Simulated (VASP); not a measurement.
In, 1 atom in the cell. It takes space group I4/mmm (No. 139, tetragonal). The conventional cell has a = 3.406 Å, b = 3.406 Å, c = 3.052 Å, α = 90.00°, β = 90.00°, γ = 90.00°. In (site symmetry 4/mmm) has 14 In at 2.85 to 3.41 Å within 3.8 Å.  This cell differs from its parent crystal: Sc replaced by In, lengths x 0.901, strained.

- Program: VASP 6.6.1
- Task: single point
- Functional: PBEsol
- Potentials or basis: VASP PAW PBE potentials, release 64 (In_d)
- Cutoff: 500 eV
- k mesh: 8 × 8 × 8
- Occupations: gaussian, width 0.1 eV
- Spin: no spin polarisation
- Dipole correction: no
- Further INCAR settings: ALGO = Normal; EDIFF = 1e-06; NBANDS = 12

Potentials or basis: VASP PAW PBE potentials, release 64 (In_d).

The run is started by

```bash
$ cat potpaw_PBE.64/In_d/POTCAR > POTCAR
$ mpirun -np 1 vasp_std > vasp.out
```

Hardware: 1 thread of Intel Xeon 8259CL, on a shared host.

Task: How long does it take, and how much memory?

Result: Wall time 18 s on 1 thread of Intel Xeon 8259CL (shared host), peak memory 0.14 GiB. Counts: scf iterations 11, k points 59.
